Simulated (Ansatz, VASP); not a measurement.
# Mg4H in VASP and in Ansatz

```
Mg H
1.0
     6.42014    0.00000    0.00000
     0.00000    5.13791    0.00000
     0.00000    0.00000   21.66448
Mg H
8 2
Direct
  0.00000 0.75000 0.18463
  0.50000 0.75000 0.18463
  0.25000 0.25000 0.22741
  0.75000 0.25000 0.22741
  0.25000 0.75000 0.31732
  0.75000 0.75000 0.31732
  0.00000 0.25000 0.35378
  0.50000 0.25000 0.35378
  0.57594 0.08333 0.43364
  0.92406 0.08333 0.43364
```

Alike in both runs: task single point; functional PBE; k mesh 4 × 5 × 1; occupations gaussian, width 0.1 eV; no spin polarisation.

|  | VASP | Ansatz |
| --- | --- | --- |
| version | VASP 6.6.1 | Ansatz 0.2.0 |
| potentials or method | VASP PAW PBE potentials, release 64 (Mg, H), cutoff 520 eV | scalar-relativistic, plane waves, PAW |
| valence electrons in the cell | 18 | 82 |

|  | VASP | Ansatz | Ansatz less VASP |
| --- | --- | --- | --- |
| gap on the k mesh at the Fermi level (eV) | none | none | - |
| rms of the force components (eV/Å) | 0.397 | 0.399 | +0.0016 |
| work function, face that differs most (eV) | 3.42 | 3.41 | -0.007 |

Atom by atom the forces differ by 0.003 eV/Å (rms over components). A gap of «none» marks a metal or a gap that the smearing closes. VASP's potentials hold 18 valence electrons a cell and Ansatz's 82, so a difference there can come from the potentials and not from the codes.
